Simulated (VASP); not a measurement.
The system is MgO.

```
Mg O
1.0
     3.42728    0.00000    0.00000
    -1.71364    2.96811    0.00000
     0.00000    0.00000    4.10721
Mg O
2 2
Cartesian
  1.7136 0.9894 3.0804
  0.0000 1.9787 1.0268
  1.7136 0.9894 1.0268
  0.0000 1.9787 3.0804
```

Base run:

| Property | Result |
| --- | --- |
| Program | VASP 6.6.1 |
| Functional | r2SCAN |
| Potentials or basis | VASP PAW PBE potentials, release 64 (Mg, O) |
| Cutoff | 520 eV |
| k mesh | 6 × 6 × 6 |
| Occupations | gaussian, width 0.01 eV |
| Spin | no spin polarisation |

Its results: band gap on the k mesh 4.36 eV, direct; pressure 7.2 GPa.

**Question.** The run is repeated on the same cell with these changes: potentials or basis from VASP PAW PBE potentials, release 64 (Mg, O) to VASP PAW PBE potentials, release 64 (Mg_sv, O); cutoff from 520 eV to 660 eV; further incar settings from ALGO = Normal; EDIFF = 1e-06; NBANDS = 16 to ALGO = Normal; EDIFF = 1e-06; NBANDS = 24; valence electrons from 16 to 32. What comes out?

**Answer.** Band gap on the k mesh 4.38 eV, direct; pressure 7.9 GPa.

Caveats: the PAW data sets were made with another functional, which shifts forces and pressure a little.

